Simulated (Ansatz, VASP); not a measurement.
## Ga2PN in VASP and in Ansatz

```
N P Ga
1.0
     1.62625    0.93892    5.64660
    -1.62625    0.93892    5.64660
     0.00000   -1.87783    5.64660
N P Ga
1 1 2
Direct
  0.00000 0.00000 0.00000
  0.50000 0.50000 0.50000
  0.26297 0.26297 0.26297
  0.73703 0.73703 0.73703
```

Alike in both runs: task single point; functional PBE; k mesh 10 × 10 × 10; occupations fermi-dirac, width 0.02 eV; no spin polarisation.

```csv
,VASP,Ansatz
version,VASP 6.6.1,Ansatz 0.2.0
potentials or method,"VASP PAW PBE potentials, release 64 (N, P, Ga_d)","plane waves, PAW"
plane-wave cutoff (eV),520,420
valence electrons in the cell,36,36
```

```csv
,VASP,Ansatz,Ansatz less VASP
pressure (GPa),4.7,4.5,-0.24
"traceless stress, the component that is largest in VASP (GPa)",2.28,2.26,-0.016
rms of the force components (eV/Å),0.049,0.060,+0.0113
```

Atom by atom the forces differ by 0.011 eV/Å (rms over components). With one functional, cell and mesh, what is left measures potentials, basis and numerics.
